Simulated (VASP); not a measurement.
Write the native input for VASP 6.6.1 that does the following.

| Quantity | Value |
| --- | --- |
| Task | single point |
| Functional | LDA |
| Potentials or basis | VASP PAW LDA potentials, release 64 (Si) |
| Cutoff | 520 eV |
| k mesh | 12 × 12 × 12 |
| Occupations | gaussian, width 0.05 eV |
| Spin | no spin polarisation |
| Dipole correction | no |
| Further INCAR settings | ALGO = Normal; EDIFF = 1e-06; NBANDS = 11 |

The structure of Si lies in POSCAR:

```
Si
1.0
    0.0000000000      2.7553246527      2.4704240836
    2.7553246527      0.0000000000      2.4704240836
    2.7553246527      2.7553246527      0.0000000000
Si
2
Direct
    0.5000000000      0.5000000000      0.5000000000
    0.7500000000      0.7500000000      0.7500000000
```

This cell differs from its parent crystal: volume 18.755 Å^3 an atom, c/a of the conventional cell 0.8966.

The input as run:

INCAR

```
PREC     = Accurate       # precision mode
ENCUT    = 520            # plane-wave cutoff, eV
EDIFF    = 1E-6           # SCF threshold, eV
ISMEAR   = 0              # smearing method
SIGMA    = 0.05           # smearing width, eV
LREAL    = F              # projectors in reciprocal space
LASPH    = T              # aspherical terms in the spheres
NELM     = 60             # most SCF steps
ALGO     = Normal         # electronic algorithm
ISIF     = 2              # what is computed and relaxed
LWAVE    = F              # write WAVECAR
LCHARG   = F              # write CHGCAR
GGA      = CA             # functional
NBANDS   = 11             # bands
```

KPOINTS

```
Automatic mesh
0
Gamma
  12 12 12
```

Potentials or basis: VASP PAW LDA potentials, release 64 (Si).

The run is started by

```sh
$ cat potpaw_LDA.64/Si/POTCAR > POTCAR
$ mpirun -np 1 vasp_std > vasp.out
```

Results of the run:

The pressure is 4.7 GPa. The band gap on the k mesh is zero (band 4 reaches 6.93 eV, above the bottom of band 5 at 6.16 eV).

Run time: 30 s on 1 thread of Intel(R) Xeon(R) Platinum 8488C (Sapphire Rapids), on a shared host, peak memory 0.17 GiB.
